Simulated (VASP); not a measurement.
Write the native input for VASP 6.6.1 that does the following.

```
Task                   : single point
Functional             : PBE
Potentials or basis    : VASP PAW PBE potentials, release 64 (Li_sv, F)
Cutoff                 : 520 eV
k mesh                 : 9 × 9 × 6
Occupations            : gaussian, width 0.05 eV
Spin                   : no spin polarisation
Dipole correction      : no
Further INCAR settings : ALGO = Normal; EDIFF = 1e-07; NBANDS = 18
```

The structure of LiF lies in POSCAR:

```
LiF
1.0
    3.1775711328      0.0000000000      0.0000000000
   -1.5887855664      2.7518573233      0.0000000000
    0.0000000000      0.0000000000      4.7437959441
Li F
2 2
Direct
    0.3333333333      0.6666666667      0.3912714954
    0.6666666667      0.3333333333      0.8912714954
    0.3333333333      0.6666666667      0.9939266766
    0.6666666667      0.3333333333      0.4939266766
```

This cell differs from its parent crystal: c/a of the conventional cell at fixed volume 1.4929.

The input as run:

INCAR

```
PREC = Accurate ; ENCUT = 520
EDIFF = 1E-7 ; ISMEAR = 0
SIGMA = 0.05 ; LREAL = False
LASPH = True ; NELM = 80
ALGO = Normal ; ISIF = 2
LWAVE = False ; LCHARG = False
GGA = PE ; NBANDS = 18
```

KPOINTS

```
regular mesh
0
Gamma
  9 9 6
```

Potentials or basis: VASP PAW PBE potentials, release 64 (Li_sv, F).

Command:

```sh
$ cat potpaw_PBE.64/Li_sv/POTCAR potpaw_PBE.64/F/POTCAR > POTCAR
$ mpirun -np 1 vasp_std > vasp.out
```

It gave:

```
Largest force          : 0.034 eV/Å
Band gap on the k mesh : 7.49 eV, direct
```

Wall time 22 s on 1 thread of Intel(R) Xeon(R) Platinum 8488C (Sapphire Rapids) (shared host), peak memory 0.16 GiB.
